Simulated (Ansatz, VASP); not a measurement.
**One calculation of Ta16Cu, two programs**

```xyz
17
Lattice="6.5700 0.0000 0.0000 0.0000 6.5700 0.0000 0.0000 0.0000 21.9099" Properties=species:S:1:pos:R:3 pbc="T T T"
Ta    1.6425    1.6425    4.0000
Ta    1.6425    4.9275    4.0000
Ta    4.9275    1.6425    4.0000
Ta    4.9275    4.9275    4.0000
Ta    0.0000    0.0000    5.6425
Ta    0.0000    3.2850    5.6425
Ta    3.2850    0.0000    5.6425
Ta    3.2850    3.2850    5.6425
Ta    1.6425    1.6425    7.2883
Ta    1.6425    4.9275    7.2883
Ta    4.9275    1.6425    7.2883
Ta    4.9275    4.9275    7.2883
Ta    0.0000    0.0000    8.8099
Ta    0.0000    3.2850    8.8099
Ta    3.2850    0.0000    8.8099
Ta    3.2850    3.2850    8.8099
Cu    1.6425    1.6425   11.9099
```

Alike in both runs: task single point; functional PBE; dispersion D3(BJ); k mesh 4 × 4 × 1; occupations gaussian, width 0.1 eV; no spin polarisation.

```csv
,VASP,Ansatz
version,VASP 6.6.1,Ansatz 0.2.0
potentials or method,"VASP PAW PBE potentials, release 64 (Ta_pv, Cu), cutoff 520 eV","scalar-relativistic, plane waves, PAW"
valence electrons in the cell,187,227
```

|  | VASP | Ansatz | Ansatz less VASP |
| --- | --- | --- | --- |
| gap on the k mesh at the Fermi level (eV) | none | none | - |
| rms of the force components (eV/Å) | 0.325 | 0.322 | -0.0025 |
| work function, face that differs most (eV) | 4.24 | 4.25 | +0.007 |

Atom by atom the forces differ by 0.005 eV/Å (rms over components). A gap of «none» marks a metal or a gap that the smearing closes. VASP's potentials hold 187 valence electrons a cell and Ansatz's 227, so a difference there can come from the potentials and not from the codes. Ansatz's warnings: vacuum below fermi.

Neither program's run includes spin-orbit coupling.
